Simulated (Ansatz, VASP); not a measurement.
## BN: VASP beside Ansatz

Contents of INCAR:

```
SYSTEM = BN
PREC = Accurate
ENCUT = 520
EDIFF = 1E-7
ISMEAR = 0
SIGMA = 0.05
LREAL = .FALSE.
LASPH = .TRUE.
NELM = 100
ALGO = Normal
ISIF = 2
LWAVE = .FALSE.
LCHARG = .FALSE.
GGA = PS
NBANDS = 16
```

The input KPOINTS:

```
Automatic mesh
0
G
  12 12 4
  0 0 0
```

POSCAR

```
BN
1.0
    2.5043488457      0.0000000000      0.0000000000
   -1.2521744229      2.1688297203      0.0487986687
    0.0000000000      0.1579296527      7.0190956742
B N
2 2
Direct
    0.3333333333      0.6666666667      0.2500000000
    0.6666666667      0.3333333333      0.7500000000
    0.3333333333      0.6666666667      0.7500000000
    0.6666666667      0.3333333333      0.2500000000
```

Input for Ansatz:

```yaml
crystal:
  lattice:
    - [2.5043488457, 0.0, 0.0]
    - [-1.2521744229, 2.1688297203, 0.0487986687]
    - [0.0, 0.1579296527, 7.0190956742]
  atoms:
    - { symbol: B, position: [0.3333333333, 0.6666666667, 0.25] }
    - { symbol: B, position: [0.6666666667, 0.3333333333, 0.75] }
    - { symbol: "N", position: [0.3333333333, 0.6666666667, 0.75] }
    - { symbol: "N", position: [0.6666666667, 0.3333333333, 0.25] }
basis:
  ecutwfc: 420
kpoints:
  mp_grid: { grid: [12, 12, 4] }
hamiltonian:
  xc: pbesol
scf:
  occupations: { method: gaussian, width: 0.05 }
output:
  forces: true
  stress: true
  eigenvalues: true
```

Change from the starting cell: strain +0.0450 x Voigt [0, 0, 0, 1, 0, 0], atoms carried along.

Alike in both runs: task single point; functional PBEsol; k mesh 12 × 12 × 4; occupations gaussian, width 0.05 eV; no spin polarisation.

|  | VASP | Ansatz |
| --- | --- | --- |
| version | VASP 6.6.1 | Ansatz 0.2.0 |
| potentials or method | VASP PAW PBE potentials, release 64 (B, N), cutoff 520 eV | scalar-relativistic, plane waves, PAW |
| valence electrons in the cell | 16 | 16 |

```tsv
	VASP	Ansatz	Ansatz less VASP
gap on the k mesh at the Fermi level (eV)	4.21	4.22	+0.010
least direct gap on the mesh (eV)	4.43	4.44	+0.007
pressure (GPa)	0.2	-0.1	-0.28
traceless stress, the component that is largest in VASP (GPa)	-0.29	0.14	+0.428
```

VASP's potentials were made for PBE, not for PBEsol.
